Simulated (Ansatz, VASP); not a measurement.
## InSb in VASP and in Ansatz

```
In Sb
1.0
     0.00000    3.17354    3.17354
     3.17354    0.00000    3.17354
     3.17354    3.17354    0.00000
In Sb
1 1
Direct
  0.00000 0.00000 0.00000
  0.75000 0.75000 0.75000
```

Change from the starting cell: volume scaled by 0.9405, PAW files.

Alike in both runs: task electric field gradients; functional PBE; k mesh 10 × 10 × 10; occupations fermi-dirac, width 0.03 eV; no spin polarisation.

|  | VASP | Ansatz |
| --- | --- | --- |
| version | VASP 6.6.1 | Ansatz 0.2.0 |
| potentials or method | VASP PAW PBE potentials, release 64 (In_d, Sb) | PAW with Ansatz's default frozen-core files, scalar-relativistic |
| plane-wave cutoff (eV) | 520 | 420 |
| valence electrons in the cell | 18 | 28 |

|  | VASP | Ansatz | Ansatz less VASP |
| --- | --- | --- | --- |
| pressure (GPa) | 6.7 | 6.7 | +0.02 |

With one functional, cell and mesh, what is left measures potentials, basis and numerics. VASP's potentials hold 18 valence electrons a cell and Ansatz's 28, so a difference there can come from the potentials and not from the codes.

Neither program's run includes spin-orbit coupling.
